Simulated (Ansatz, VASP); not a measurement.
Mg3B in VASP and in Ansatz

```
Mg B
1.0
    -4.04464    0.07414    0.02859
     0.02859   -0.04623   -4.04985
     0.14828   -8.03184   -0.09245
Mg B
6 2
Cartesian
  -3.8785 -5.9551 -2.0904
  -3.9464 -1.8941 -1.9514
  -1.9839 -4.1228 -2.0588
  -2.0395 -0.0805 -2.0299
  -1.8904 -6.0089 -4.2123
  -1.9488 -1.9918 -3.9952
  -3.8580 -7.9872 -4.1737
  -3.9577 -3.9196 -3.9858
```

Change from the starting cell: Cu3Au (L1_2) type (Pm-3m, No. 221); cell x2, atoms moved at random (sigma 0.05 Å) and cell strained at random (1.5 %), then relaxed without symmetry.

Alike in both runs: task relaxation of cell and atoms; functional PBE; k mesh 6 × 6 × 4; occupations gaussian, width 0.1 eV; no spin polarisation.

```csv
,VASP,Ansatz
version,VASP 6.6.1,Ansatz 0.2.0
potentials or method,"VASP PAW PBE potentials, release 64 (Mg, B), cutoff 600 eV","scalar-relativistic, plane waves, PAW"
valence electrons in the cell,18,66
```

|  | VASP | Ansatz | Ansatz less VASP |
| --- | --- | --- | --- |
| gap on the k mesh at the Fermi level, each at its own relaxed structure (eV) | none | none | - |
| relaxed volume (Å³/atom) | 16.53 | 16.56 | +0.035 |
| relaxed cell length with the largest relative difference (Å) | 4.029 | 4.033 | +0.0033 |

A gap of «none» marks a metal or a gap that the smearing closes. VASP's potentials hold 18 valence electrons a cell and Ansatz's 66, so a difference there can come from the potentials and not from the codes.
